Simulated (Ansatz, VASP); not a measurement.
## Cd: VASP beside Ansatz

```
Cd
1.0
     0.00000    2.15602    2.15602
     2.15602    0.00000    2.15602
     2.15602    2.15602    0.00000
Cd
1
Direct
  0.00000 0.00000 0.00000
```

Change from the starting cell: volume scaled by 0.88, PAW files.

Alike in both runs: task single point; functional PBE; k mesh 14 × 14 × 14; occupations fermi-dirac, width 0.08 eV; no spin polarisation.

```csv
,VASP,Ansatz
version,VASP 6.6.1,Ansatz 0.2.0
potentials or method,"VASP PAW PBE potentials, release 64 (Cd)","PAW with Ansatz's default frozen-core files, scalar-relativistic"
plane-wave cutoff (eV),520,420
valence electrons in the cell,12,20
```

Ansatz gave:

```
pressure (GPa) : 8.1
```

Question: Which values does VASP return?

Answer: Pressure (GPa): 8.5.

The functional is the same, so the differences come from potentials, cutoffs and numerics. VASP's potentials hold 12 valence electrons a cell and Ansatz's 20, so a difference there can come from the potentials and not from the codes.
